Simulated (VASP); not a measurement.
Write the native input for VASP 6.6.1 that does the following.

* Task: single point
* Functional: PBE
* Dispersion: D3(BJ)
* Potentials or basis: VASP PAW PBE potentials, release 64 (Pb_d)
* Cutoff: 520 eV
* k mesh: 14 × 14 × 8
* Occupations: gaussian, width 0.1 eV
* Spin: no spin polarisation
* Dipole correction: no
* Further INCAR settings: ALGO = Fast; EDIFF = 1e-06; NBANDS = 21

The structure of Pb lies in POSCAR:

```
Pb
1.0
    2.9873088184     -1.7554331465     -0.4940265604
    2.9873088184      1.7554331465     -0.4940265604
   -3.0707306804      0.0000000000      6.3155465276
Pb
2
Direct
    0.0000055663      0.0000055663      0.2500010374
    0.9999944337      0.9999944337      0.7499989626
```

These files were run (other wordings do the same):

INCAR

```
PREC     = Accurate       # precision mode
ENCUT    = 520            # plane-wave cutoff, eV
EDIFF    = 1E-6           # SCF threshold, eV
ISMEAR   = 0              # smearing method
SIGMA    = 0.1            # smearing width, eV
LREAL    = False          # projectors in reciprocal space
LASPH    = True           # aspherical terms in the spheres
NELM     = 100            # most SCF steps
ALGO     = Fast           # electronic algorithm
ISIF     = 2              # what is computed and relaxed
LWAVE    = False          # write WAVECAR
LCHARG   = False          # write CHGCAR
GGA      = PE             # functional
IVDW     = 12             # dispersion correction
NBANDS   = 21             # bands
```

KPOINTS

```
Automatic mesh
0
Gamma
  14 14 8
```

Potentials or basis: VASP PAW PBE potentials, release 64 (Pb_d).

Run with:

```bash
$ cat potpaw_PBE.64/Pb_d/POTCAR > POTCAR
$ mpirun -np 1 vasp_std > vasp.out
```

Results of the run:

```
Pressure                   : -0.1 GPa
Band gap on the k mesh     : zero (bands 14 and 15 overlap by 7.13 eV)
Dispersion energy per atom : -0.408 eV
```

Caveat: spin-orbit coupling is left out, which moves the levels of the heavy elements.

Wall time 9.9 min on 1 thread of Intel(R) Xeon(R) Platinum 8375C CPU @ 2.90GHz (Ice Lake), on a shared host, peak memory 0.54 GiB.
